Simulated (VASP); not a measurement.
Here is a VASP 6.6.1 calculation.

INCAR

```
ALGO = Normal ; EDIFF = 1E-6
ENCUT = 520 ; GGA = CA
ISIF = 2 ; ISMEAR = 0
LASPH = True ; LCHARG = True
LELF = True ; LREAL = False
LVHAR = True ; LWAVE = False
NBANDS = 10 ; NELM = 80
PREC = Accurate ; SIGMA = 0.05
```

The input KPOINTS:

```
k-points
0
Gamma
  10 10 4
```

The input POSCAR:

```
H
1.0
    1.6219379860     -2.6876210365      0.0000000000
    1.6219379860      2.6876210365      0.0000000000
    0.0000000000      0.0000000000      6.5225116231
H
4
Direct
    0.5678085000      0.4321915000      0.9995149500
    0.4321915000      0.5678085000      0.0004850500
    0.4321915000      0.5678085000      0.4995149500
    0.5678085000      0.4321915000      0.5004850500
```

Potentials or basis: VASP PAW LDA potentials, release 64 (H).

Launch:

```console
$ cat potpaw_LDA.64/H/POTCAR > POTCAR
$ mpirun -np 1 vasp_std > vasp.out
```

Question: What does it give for the largest force?

Answer: 1.449 eV/Å.

Question: Estimate the band gap on the k mesh.

Answer: 8.01 eV.

Question: What does it give for the pressure?

Answer: 1.4 GPa.

Stress tensor (GPa, compression positive):
```
-0.58  0.00  0.00
 0.00  5.15  0.00
 0.00  0.00 -0.44
```

Caveat: forces of over 1 eV/Å act on the atoms, so gaps and moduli don't describe the material at rest. A k mesh can miss the band edges.
